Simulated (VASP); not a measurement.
# Au (P2_1/m) in VASP: further runs, part 2 of 2

VASP 6.6.1. Earlier steps stand in the parts before.

### Step 5. Single point, PBE (atoms displaced along a vibrational mode, the cell strained)

The input, INCAR:

```
SYSTEM = Au
ALGO = Normal
EDIFF = 1E-6
ENCUT = 500
GGA = PE
GGA_COMPAT = .False.
ISIF = 2
ISMEAR = 0
LASPH = .True.
LCHARG = .False.
LREAL = .False.
LWAVE = .False.
NBANDS = 18
NELM = 120
PREC = Accurate
SIGMA = 0.15
```

The input, KPOINTS:

```
k-points
0
Gamma
  18 18 10
  0 0 0
```

The input, POSCAR:

```
Au
1.0
    2.9534239609      0.0000000000      0.0000000000
   -1.4767119804      2.5577401783      0.0000000000
    0.0000000000      0.0000000000      4.9511562104
Au
2
Direct
    0.2609977991      0.6666666667      0.7500000000
    0.7390022009      0.3333333333      0.2500000000
```

Potentials or basis: VASP PAW PBE potentials, release 64 (Au).

Launch:

```
> cat potpaw_PBE.64/Au/POTCAR > POTCAR
> mpirun -np 1 vasp_std > vasp.out
```

OUTCAR:

```text
SYSTEM = Au
   EDIFF = 1E-6
   ENCUT = 500
   GGA = PE
   ISIF = 2
   ISMEAR = 0
   LASPH = .True.
   LREAL = .False.
   NELM = 120
   PREC = Accurate

 ion  position               nearest neighbor table
   1  0.261  0.667  0.750-   2 2.82   2 2.82   2 3.04   2 3.04   2 3.24   2 3.24
   2  0.739  0.333  0.250-   1 2.82   1 2.82   1 3.04   1 3.04   1 3.24   1 3.24

  LATTYP: Found a hexagonal cell.
 ALAT       =     2.9534239609
 C/A-ratio  =     1.6764122848

  Lattice vectors:

 A1 = (   2.9534239609,   0.0000000000,   0.0000000000)
 A2 = (  -1.4767119804,   2.5577401783,   0.0000000000)
 A3 = (   0.0000000000,   0.0000000000,   4.9511562104)

Analysis of symmetry for initial positions (statically):
=====================================================================
 Subroutine PRICEL returns:
 Original cell was already a primitive cell.

 Routine SETGRP: Setting up the symmetry group for a
 hexagonal supercell.

 Subroutine GETGRP returns: Found  4 space group operations
 (whereof  2 operations were pure point group operations)
 out of a pool of 24 trial point group operations.

The static configuration has the point symmetry S_2 .
 The point group associated with its full space group is C_2h.
[... 162 lines left out ...]

 E-fermi :   7.9754     XC(G=0): -12.1578

 val. band max:        7.9739736214   @ k =   0.5000  -0.1111  -0.3000
 cond. band min:       7.9784626751   @ k =   0.5000  -0.1111  -0.1000
 fundamental gap:      0.0044890538
 Fermi energy:         7.9753710801

 k-point     1 :       0.0000    0.0000    0.0000
  band No.  band energies     occupation
      1      -0.9138      2.00000
      2       1.4392      2.00000
      3       3.2554      2.00000
      4       3.8040      2.00000
      5       4.0154      2.00000
      6       4.0913      2.00000
[... 481 lines left out ...]
      5       3.8497      2.00000
      6       4.3727      2.00000
[... 10 lines left out ...]
     17      19.4939      0.00000
     18      22.6215      0.00000

 [... further k-points ...]

------------------------ aborting loop because EDIFF is reached ----------------------------------------

  FORCE on cell =-STRESS in cart. coord.  units (eV):
  Direction    XX          YY          ZZ          XY          YZ          ZX
  --------------------------------------------------------------------------------------
  -------------------------------------------------------------------------------------
  Total       -1.0756184     -1.1123738     -0.3978555      0.1145953      0.0000000      0.0000000
  in kB      -46.0765505    -47.6510501    -17.0430421      4.9089499      0.0000000      0.0000000
  external PRESSURE =     -36.9235476 kB  Pullay stress =       0.0000000 kB

 VOLUME and BASIS-vectors are now :
 -----------------------------------------------------------------------------
  energy-cutoff  :      500.00
  volume of cell :       37.40
      direct lattice vectors                 reciprocal lattice vectors
     2.953423961  0.000000000  0.000000000     0.338590061  0.195485063  0.000000000
    -1.476711980  2.557740178  0.000000000     0.000000000  0.390970126  0.000000000
     0.000000000  0.000000000  4.951156210     0.000000000  0.000000000  0.201973026

 POSITION                                       TOTAL-FORCE (eV/Angst)
 -----------------------------------------------------------------------------------
     -0.21364      1.70516      3.71337         0.165775      0.164841     -0.000000
      1.69035      0.85258      1.23779        -0.165775     -0.164841      0.000000
 -----------------------------------------------------------------------------------
    total drift:                                0.000000     -0.000000     -0.000000

  FREE ENERGIE OF THE ION-ELECTRON SYSTEM (eV)
  ---------------------------------------------------
  free  energy   TOTEN  =        -6.3752690561 eV

  energy  without entropy=       -6.3671779025  energy(sigma->0) =       -6.37122348
```

OSZICAR:

```text
N       E                     dE             d eps       ncg     rms          rms(c)
DAV:   1     0.118581585415E+03    0.11858E+03   -0.11335E+04 35496   0.114E+03
DAV:   2    -0.485688300553E+01   -0.12344E+03   -0.11757E+03 37698   0.251E+02
DAV:   3    -0.688977422398E+01   -0.20329E+01   -0.20194E+01 40976   0.323E+01
DAV:   4    -0.689908099484E+01   -0.93068E-02   -0.93056E-02 38824   0.232E+00
DAV:   5    -0.689916993943E+01   -0.88945E-04   -0.88944E-04 38946   0.243E-01    0.101E+01
DAV:   6    -0.640368125224E+01    0.49549E+00   -0.10201E+00 36720   0.907E+00    0.679E+00
DAV:   7    -0.637832644646E+01    0.25355E-01   -0.69244E-02 39336   0.232E+00    0.333E+00
DAV:   8    -0.637526942073E+01    0.30570E-02   -0.40072E-03 37200   0.473E-01    0.281E-01
DAV:   9    -0.637525315653E+01    0.16264E-04   -0.22862E-05 39282   0.373E-02    0.319E-02
DAV:  10    -0.637526978063E+01   -0.16624E-04   -0.13518E-05 38870   0.306E-02    0.141E-02
DAV:  11    -0.637526905608E+01    0.72454E-06   -0.30194E-07 21262   0.402E-03
   1 F= -.63752691E+01 E0= -.63712235E+01  d E =-.809115E-02
```

stdout:

```text
POSCAR found type information on POSCAR Au
 POSCAR found :  1 types and       2 ions
 scaLAPACK will be used
 LDA part: xc-table for (Slater+PW92), standard interpolation
 POSCAR, INCAR and KPOINTS ok, starting setup
 FFT: planning ... GRIDC
 FFT: planning ... GRID_SOFT
 FFT: planning ... GRID
 WAVECAR not read
 entering main loop
```

Wall time 2.3 min (1 thread of Intel Xeon 6975P-C (Granite Rapids), shared host); peak memory 0.58 GiB.

What came out:

| Quantity | Value |
| --- | --- |
| Free energy | -6.3753 eV |
| Pressure | -3.7 GPa |
| Largest force | 0.234 eV/Å |
| Band gap on the k mesh | zero (bands 11 and 12 overlap by 5.90 eV) |

Forces in eV/Å, atoms in the order of the input:
```
Au   0.166  0.165  0.000
Au  -0.166 -0.165  0.000
```

Levels at points of the mesh, in eV from the Fermi level:
```
           k point  band 8  band 9  band 10  band 11  band 12  band 13  band 14  band 15
(0.00, 0.00, 0.00)   -3.66   -2.71    -2.62    -1.74    -0.66     2.42    14.47    15.72
(0.50, 0.00, 0.00)   -2.09   -1.88    -1.62     0.92     0.93     6.04     6.28     8.87
(0.00, 0.50, 0.00)   -2.38   -1.79    -1.70     0.38     1.39     5.47     6.81     7.05
(0.50, 0.50, 0.00)   -1.91   -1.79    -1.70    -0.21     1.71     5.00     5.49     7.40
(0.00, 0.00, 0.50)   -3.99   -2.60    -2.60    -2.44    -2.44    10.07    10.07    15.12
(0.50, 0.00, 0.50)   -1.77   -1.65    -1.65     0.27     0.27     3.74     3.74    12.21
(0.00, 0.50, 0.50)   -2.01   -1.73    -1.73     0.68     0.68     3.53     3.53    11.94
(0.50, 0.50, 0.50)   -2.67   -1.73    -1.73     1.35     1.35     3.03     3.03    12.68
```

Caveat: the cell differs from its parent crystal (atoms displaced along a vibrational mode, the cell strained); the cell stands under tension; spin-orbit coupling is left out, which moves the levels of the heavy elements.

### Step 6. Single point, PBE (atoms displaced along a vibrational mode, the cell strained)

The input, INCAR:

```
SYSTEM = Au
PREC     = Accurate       ! precision mode
ENCUT    = 500            ! plane-wave cutoff, eV
EDIFF    = 1E-6           ! SCF threshold, eV
ISMEAR   = 0              ! smearing method
SIGMA    = 0.15           ! smearing width, eV
LREAL    = .FALSE.        ! projectors in reciprocal space
LASPH    = .TRUE.         ! aspherical terms in the spheres
NELM     = 120            ! most SCF steps
ALGO     = Normal         ! electronic algorithm
ISIF     = 2              ! what is computed and relaxed
LWAVE    = .FALSE.        ! write WAVECAR
LCHARG   = .FALSE.        ! write CHGCAR
GGA      = PE             ! functional
NBANDS   = 18             ! bands
GGA_COMPAT= .FALSE.
```

The input, KPOINTS:

```
Automatic mesh
0
G
  18 18 10
  0 0 0
```

The input, POSCAR:

```
Au
1.0
    2.9898859851      0.0000000000      0.0000000000
   -1.4949429925      2.5893172175      0.0000000000
    0.0000000000      0.0000000000      5.0122815957
Au
2
Direct
    0.2609977991      0.6666666667      0.7500000000
    0.7390022009      0.3333333333      0.2500000000
```

Potentials or basis: VASP PAW PBE potentials, release 64 (Au).

Launch:

```
> cat potpaw_PBE.64/Au/POTCAR > POTCAR
> mpirun -np 1 vasp_std > vasp.out
```

OUTCAR:

```text
SYSTEM = Au
   PREC = Accurate
   ENCUT = 500
   EDIFF = 1E-6
   ISMEAR = 0
   LREAL = .FALSE.
   LASPH = .TRUE.
   NELM = 120
   ISIF = 2
   GGA = PE

 ion  position               nearest neighbor table
   1  0.261  0.667  0.750-   2 2.86   2 2.86   2 3.07   2 3.07   2 3.28   2 3.28
   2  0.739  0.333  0.250-   1 2.86   1 2.86   1 3.07   1 3.07   1 3.28   1 3.28

  LATTYP: Found a hexagonal cell.
 ALAT       =     2.9898859851
 C/A-ratio  =     1.6764122848

  Lattice vectors:

 A1 = (   2.9898859851,   0.0000000000,   0.0000000000)
 A2 = (  -1.4949429925,   2.5893172175,   0.0000000000)
 A3 = (   0.0000000000,   0.0000000000,   5.0122815957)

Analysis of symmetry for initial positions (statically):
=====================================================================
 Subroutine PRICEL returns:
 Original cell was already a primitive cell.

 Routine SETGRP: Setting up the symmetry group for a
 hexagonal supercell.

 Subroutine GETGRP returns: Found  4 space group operations
 (whereof  2 operations were pure point group operations)
 out of a pool of 24 trial point group operations.

The static configuration has the point symmetry S_2 .
 The point group associated with its full space group is C_2h.
[... 162 lines left out ...]

 E-fermi :   7.4309     XC(G=0): -11.9430

 val. band max:        7.4292587603   @ k =   0.0000   0.1111   0.1000
 cond. band min:       7.4310085665   @ k =   0.2778   0.2222   0.3000
 fundamental gap:      0.0017498062
 Fermi energy:         7.4309449745

 k-point     1 :       0.0000    0.0000    0.0000
  band No.  band energies     occupation
      1      -1.1059      2.00000
      2       1.1899      2.00000
      3       2.9123      2.00000
      4       3.4310      2.00000
      5       3.6286      2.00000
      6       3.7000      2.00000
[... 481 lines left out ...]
      5       3.4760      2.00000
      6       3.9711      2.00000
[... 10 lines left out ...]
     17      18.7187      0.00000
     18      21.7949      0.00000

 [... further k-points ...]

------------------------ aborting loop because EDIFF is reached ----------------------------------------

  FORCE on cell =-STRESS in cart. coord.  units (eV):
  Direction    XX          YY          ZZ          XY          YZ          ZX
  --------------------------------------------------------------------------------------
  -------------------------------------------------------------------------------------
  Total       -1.9675010     -2.0323178     -1.3715199      0.0459820      0.0000000      0.0000000
  in kB      -81.2363116    -83.9125372    -56.6287992      1.8985565      0.0000000      0.0000000
  external PRESSURE =     -73.9258826 kB  Pullay stress =       0.0000000 kB

 VOLUME and BASIS-vectors are now :
 -----------------------------------------------------------------------------
  energy-cutoff  :      500.00
  volume of cell :       38.80
      direct lattice vectors                 reciprocal lattice vectors
     2.989885985  0.000000000  0.000000000     0.334460914  0.193101099  0.000000000
    -1.494942992  2.589317218  0.000000000     0.000000000  0.386202198  0.000000000
     0.000000000  0.000000000  5.012281596     0.000000000  0.000000000  0.199509940

 POSITION                                       TOTAL-FORCE (eV/Angst)
 -----------------------------------------------------------------------------------
     -0.21628      1.72621      3.75921         0.121237      0.133794     -0.000000
      1.71122      0.86311      1.25307        -0.121237     -0.133794      0.000000
 -----------------------------------------------------------------------------------
    total drift:                                0.000000     -0.000000     -0.000000

  FREE ENERGIE OF THE ION-ELECTRON SYSTEM (eV)
  ---------------------------------------------------
  free  energy   TOTEN  =        -6.3270098403 eV

  energy  without entropy=       -6.3190905327  energy(sigma->0) =       -6.32305019
```

OSZICAR:

```text
N       E                     dE             d eps       ncg     rms          rms(c)
DAV:   1     0.117543326374E+03    0.11754E+03   -0.11293E+04 35496   0.113E+03
DAV:   2    -0.479336493506E+01   -0.12234E+03   -0.11645E+03 37586   0.248E+02
DAV:   3    -0.682759524505E+01   -0.20342E+01   -0.20208E+01 40908   0.320E+01
DAV:   4    -0.683693130275E+01   -0.93361E-02   -0.93348E-02 38794   0.231E+00
DAV:   5    -0.683702336614E+01   -0.92063E-04   -0.92062E-04 38978   0.246E-01    0.904E+00
DAV:   6    -0.635099694786E+01    0.48603E+00   -0.10424E+00 36646   0.907E+00    0.623E+00
DAV:   7    -0.632962655948E+01    0.21370E-01   -0.57728E-02 39150   0.209E+00    0.326E+00
DAV:   8    -0.632700790268E+01    0.26187E-02   -0.30053E-03 37416   0.399E-01    0.262E-01
DAV:   9    -0.632699226642E+01    0.15636E-04   -0.23042E-05 38996   0.373E-02    0.336E-02
DAV:  10    -0.632701067501E+01   -0.18409E-04   -0.15118E-05 38936   0.329E-02    0.171E-02
DAV:  11    -0.632700984032E+01    0.83469E-06   -0.28105E-07 21636   0.391E-03
   1 F= -.63270098E+01 E0= -.63230502E+01  d E =-.791931E-02
```

Wall time 2.4 min (1 thread of Intel Xeon 6975P-C (Granite Rapids), shared host); peak memory 0.6 GiB.

Results:

| Quantity | Value |
| --- | --- |
| Free energy | -6.3270 eV |
| Pressure | -7.4 GPa |
| Largest force | 0.181 eV/Å |
| Band gap on the k mesh | zero (bands 11 and 12 overlap by 5.70 eV) |

Forces on the atoms (eV/Å):
```
Au   0.121  0.134  0.000
Au  -0.121 -0.134  0.000
```

Levels at points of the mesh, in eV from the Fermi level:
```csv
k point,band 7,band 8,band 9,band 10,band 11,band 12,band 13,band 14,band 15,band 16
"(0.00, 0.00, 0.00)",-3.53,-3.52,-2.63,-2.55,-1.73,-0.49,2.26,14.44,15.65,15.66
"(0.50, 0.00, 0.00)",-3.42,-2.05,-1.86,-1.61,0.89,0.90,5.87,6.12,8.69,9.21
"(0.00, 0.50, 0.00)",-3.10,-2.32,-1.77,-1.69,0.39,1.31,5.39,6.56,6.93,10.84
"(0.50, 0.50, 0.00)",-2.28,-1.88,-1.77,-1.69,-0.15,1.59,4.98,5.44,7.07,10.20
"(0.00, 0.00, 0.50)",-3.83,-3.83,-2.53,-2.53,-2.38,-2.38,9.84,9.84,15.09,15.09
"(0.50, 0.00, 0.50)",-1.76,-1.76,-1.64,-1.64,0.40,0.40,3.54,3.54,12.09,12.09
"(0.00, 0.50, 0.50)",-1.96,-1.96,-1.71,-1.71,0.77,0.77,3.35,3.35,11.81,11.81
"(0.50, 0.50, 0.50)",-2.58,-2.58,-1.72,-1.72,1.37,1.37,2.91,2.91,12.47,12.47
```

Caveat: the cell differs from its parent crystal (atoms displaced along a vibrational mode, the cell strained); the cell stands under tension; spin-orbit coupling is left out, which moves the levels of the heavy elements.

### Step 7. Overview

```csv
cell,gap on the mesh (eV),pressure (GPa),largest force (eV/Å)
"a = 2.844, b = 2.844, c = 4.768 Å, angles 90.0, 90.0, 120.0°, 2 atoms",none,14.3,0.45
"a = 2.880, b = 2.880, c = 4.829 Å, angles 90.0, 90.0, 120.0°, 2 atoms",none,6.9,0.36
"a = 2.917, b = 2.917, c = 4.890 Å, angles 90.0, 90.0, 120.0°, 2 atoms",none,1.0,0.29
"a = 2.953, b = 2.953, c = 4.951 Å, angles 90.0, 90.0, 120.0°, 2 atoms",none,-3.7,0.23
"a = 2.990, b = 2.990, c = 5.012 Å, angles 90.0, 90.0, 120.0°, 2 atoms",none,-7.4,0.18
```

Alike in all rows: task single point; level PBE; potentials or basis VASP PAW PBE potentials, release 64 (Au); no spin polarisation; k mesh 18 × 18 × 10; cutoff (eV) 500; smearing gaussian 0.15 eV.

Caveats: spin-orbit coupling is left out, which moves the levels of the heavy elements; the cell stands under pressure (at least some runs); the cell stands under tension (at least some runs).

Total energies depend on the potentials used, so only differences within one code and one set of settings carry meaning.
